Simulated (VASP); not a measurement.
Input of a VASP 6.6.1 run:

The input POSCAR:

```
PbO
1.0
    4.0164246111      0.0000000000      0.0000000000
    0.0000000000      4.0164246111      0.0000000000
    0.0000000000      0.0000000000      5.0431797749
Pb O
2 2
Direct
    0.0000000000      0.5000000000      0.2400000000
    0.5000000000      0.0000000000      0.7600000000
    0.0000000000      0.0000000000      0.0000000000
    0.5000000000      0.5000000000      0.0000000000
```

The input INCAR.step1:

```
SYSTEM = PbO
  ALGO = Normal
  EDIFF = 1E-4
  ENCUT = 520
  GGA = PE
  ISMEAR = 0
  LASPH = .True.
  LCHARG = .False.
  LREAL = .False.
  LWAVE = .True.
  NBANDS = 28
  NELM = 100
  PREC = Accurate
  SIGMA = 0.01
```

File INCAR.step2:

```
SYSTEM = PbO
  ALGO = Normal
  EDIFF = 1E-7
  ENCUT = 520
  ISIF = 2
  ISMEAR = 0
  ISTART = 1
  LASPH = .True.
  LCHARG = .False.
  LMIXTAU = .True.
  LREAL = .False.
  LWAVE = .False.
  METAGGA = R2SCAN
  NBANDS = 28
  NELM = 100
  PREC = Accurate
  SIGMA = 0.01
```

The input KPOINTS:

```
k-points
0
Gamma
  4 4 4
  0 0 0
```

Potentials or basis: VASP PAW PBE potentials, release 64 (Pb_d, O).

Run with:

```console
$ cat potpaw_PBE.64/Pb_d/POTCAR potpaw_PBE.64/O/POTCAR > POTCAR
$ cp INCAR.step1 INCAR
$ mpirun -np 1 vasp_std > vasp.out
$ cp INCAR.step2 INCAR
$ mpirun -np 1 vasp_std > vasp.out
```

Problem. Estimate the band gap on the k mesh.

Solution. 1.49 eV, indirect (least direct gap 2.45 eV).

Problem. What does it give for the pressure?

Solution. -1.5 GPa.

Stress tensor (GPa, compression positive):
```
-1.39  0.00  0.00
 0.00 -1.39  0.00
 0.00  0.00 -1.62
```

Caveat: the PAW data sets were made with another functional, which shifts forces and pressure a little; spin-orbit coupling is left out, which moves the levels of the heavy elements. r2SCAN opens gaps a little over a GGA but as a rule still falls short of measured ones.
